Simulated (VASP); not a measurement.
Input of a VASP 6.6.1 run:

The input INCAR:

```
  PREC = Accurate
  ENCUT = 520
  EDIFF = 1E-7
  ISMEAR = -1
  SIGMA = 0.05
  LREAL = F
  LASPH = T
  NELM = 150
  ALGO = Normal
  ISIF = 2
  LWAVE = F
  LCHARG = F
  ISPIN = 2
  MAGMOM = 7 7
  LORBIT = 11
  LMAXMIX = 6
  GGA = B5
  ALDAX = 1.0
  AGGAX = 1.0
  AGGAC = 1.0
  ALDAC = 0.0
  NBANDS = 29
```

File KPOINTS:

```
regular mesh
0
Gamma
  8 8 5
```

The input POSCAR:

```
Gd
1.0
    3.6937290470      0.0000000000      0.0000000000
   -1.8468645235      3.1988631894      0.0000000000
    0.0000000000      0.0000000000      5.8946404986
Gd
2
Direct
    0.6666666667      0.3333333333      0.7500000000
    0.3333333333      0.6666666667      0.2500000000
```

Potentials or basis: VASP PAW PBE potentials, release 64 (Gd).

Run with:

```bash
$ cat potpaw_PBE.64/Gd/POTCAR > POTCAR
$ mpirun -np 1 vasp_std > vasp.out
```

(1) Predict the pressure.

(2) What does it give for the net moment?

(3) What does it give for the site moments?

## Answers

(1) 0.1 GPa.

(2) 14.93 μB per cell.

(3) Gd +6.92 μB.

Caveat: the PAW data sets were made with another functional, which shifts forces and pressure a little.
